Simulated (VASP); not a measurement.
Write the native input for VASP 6.6.1 that does the following.

- Task: single point
- Functional: PBE
- Dispersion: D3(BJ)
- Potentials or basis: VASP PAW PBE potentials, release 64 (S, W_sv)
- Cutoff: 520 eV
- k mesh: 3 × 3 × 1
- Occupations: gaussian, width 0.05 eV
- Spin: no spin polarisation
- Dipole correction: yes
- Further INCAR settings: ALGO = Normal; EDIFF = 1e-06; NBANDS = 64

The structure of WS2 lies in POSCAR:

```
WS2
1.0
    6.3144062686      0.0000000000      0.0000000000
   -3.1572031343      5.4684362384      0.0000000000
    0.0000000000      0.0000000000     19.1452666289
S W
8 4
Direct
    0.6666666667      0.3333333333      0.4178578525
    0.6666666667      0.8333333333      0.4178578525
    0.1666666667      0.3333333333      0.4178578525
    0.1666666667      0.8333333333      0.4178578525
    0.6666666667      0.3333333333      0.5826013205
    0.6666666667      0.8333333333      0.5826013205
    0.1666666667      0.3333333333      0.5826013205
    0.1666666667      0.8333333333      0.5826013205
    0.3333333333      0.1666666667      0.5002300056
    0.3333333333      0.6666666667      0.5002300056
    0.8333333333      0.1666666667      0.5002300056
    0.8333333333      0.6666666667      0.5002300056
```

One way to write it, as run:

INCAR

```
SYSTEM = WS2
PREC = Accurate ; ENCUT = 520
EDIFF = 1E-6 ; ISMEAR = 0
SIGMA = 0.05 ; LREAL = .FALSE.
LASPH = .TRUE. ; NELM = 80
ALGO = Normal ; ISIF = 2
LWAVE = .FALSE. ; LCHARG = .TRUE.
LDIPOL = .TRUE. ; IDIPOL = 3
DIPOL = 0.5 0.5 0.500 ; GGA = PE
IVDW = 12 ; LELF = .TRUE.
LVHAR = .TRUE. ; LVACPOTAV = .TRUE.
NBANDS = 64
```

KPOINTS

```
regular mesh
0
G
  3 3 1
  0 0 0
```

Potentials or basis: VASP PAW PBE potentials, release 64 (S, W_sv).

Run with:

```bash
$ cat potpaw_PBE.64/S/POTCAR potpaw_PBE.64/W_sv/POTCAR > POTCAR
$ mpirun -np 1 vasp_std > vasp.out
```

It gave:

The largest force is 0.004 eV/Å and the band gap on the k mesh is 1.93 eV. The dispersion energy per atom is -0.311 eV.

Caveat: spin-orbit coupling is left out, which moves the levels of the heavy elements.

Wall time 4.1 min on 1 thread of Intel(R) Xeon(R) Platinum 8375C CPU @ 2.90GHz (Ice Lake), on a shared host, peak memory 0.69 GiB.
